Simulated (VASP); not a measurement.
A run of VASP 6.6.1 is set up as follows.

The input INCAR:

```
SYSTEM = BWO4
ALGO = Normal ; EDIFF = 1E-6
ENCUT = 1340 ; GGA = PE
GGA_COMPAT = .False. ; ISIF = 2
ISMEAR = 0 ; LASPH = .True.
LCHARG = .False. ; LREAL = .False.
LWAVE = .False. ; NBANDS = 30
NELM = 120 ; PREC = Accurate
SIGMA = 0.1
```

The input KPOINTS:

```
k-points
0
Gamma
  12 12 8
  0 0 0
```

File POSCAR:

```
BWO4
1.0
    3.3115798845      0.0000000000      0.0000000000
    0.0000000000      3.3115798845      0.0000000000
    0.0000000000      0.0000000000      4.7221964071
B W O
1 1 4
Direct
    0.5000000000      0.5000000000      0.5000000000
    0.0000000000      0.0000000000      0.0000000000
    0.5000000000      0.0000000000      0.2574403183
    0.0000000000      0.5000000000      0.7425596817
    0.5000000000      0.0000000000      0.7425596817
    0.0000000000      0.5000000000      0.2574403183
```

Potentials or basis: VASP PAW PBE potentials, release 64 (B_h, W_sv, O_h).

The run is started by

```bash
$ cat potpaw_PBE.64/B_h/POTCAR potpaw_PBE.64/W_sv/POTCAR potpaw_PBE.64/O_h/POTCAR > POTCAR
$ mpirun -np 1 vasp_std > vasp.out
```

Task: Estimate the band gap on the k mesh.

Result: Zero (an odd number of electrons rules out a gap without spin polarisation).

Task: What does it give for the pressure?

Result: 1.1 GPa.

Task: Estimate the largest force.

Result: 0.110 eV/Å.

Forces on the atoms (eV/Å):
```
B    0.000  0.000  0.000
W    0.000  0.000  0.000
O    0.000  0.000  0.110
O    0.000  0.000 -0.110
O    0.000  0.000 -0.110
O    0.000  0.000  0.110
```

Caveat: spin-orbit coupling is left out, which moves the levels of the heavy elements; an odd number of electrons without spin polarisation forces a metal; a magnetic or distorted state may lie lower.
